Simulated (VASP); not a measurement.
Input of a VASP 6.6.1 run:

Contents of INCAR:

```
PREC = Accurate
ENCUT = 520
EDIFF = 1E-6
ISMEAR = -1
SIGMA = 0.1
LREAL = False
LASPH = True
NELM = 60
ALGO = Normal
ISIF = 2
LWAVE = False
LCHARG = True
GGA = PS
LELF = True
LVHAR = True
NBANDS = 12
```

Contents of KPOINTS:

```
regular mesh
0
Gamma
  9 9 9
```

POSCAR

```
Sb
1.0
    0.0000000000      3.4398902370      3.4398902370
    3.4398902370      0.0000000000      3.4398902370
    3.4398902370      3.4398902370      0.0000000000
Sb
2
Direct
    0.1250000000      0.1250000000      0.1250000000
    0.8750000000      0.8750000000      0.8750000000
```

Potentials or basis: VASP PAW PBE potentials, release 64 (Sb).

Run with:

```console
$ cat potpaw_PBE.64/Sb/POTCAR > POTCAR
$ mpirun -np 1 vasp_std > vasp.out
```

(1) Predict the band gap on the k mesh.

(2) Predict the pressure.

Results:

(1) zero (band 5 reaches 4.64 eV, above the bottom of band 6 at 3.72 eV).

(2) 0.0 GPa.

Caveat: the PAW data sets were made with another functional, which shifts forces and pressure a little; spin-orbit coupling is left out, which moves the levels of the heavy elements.
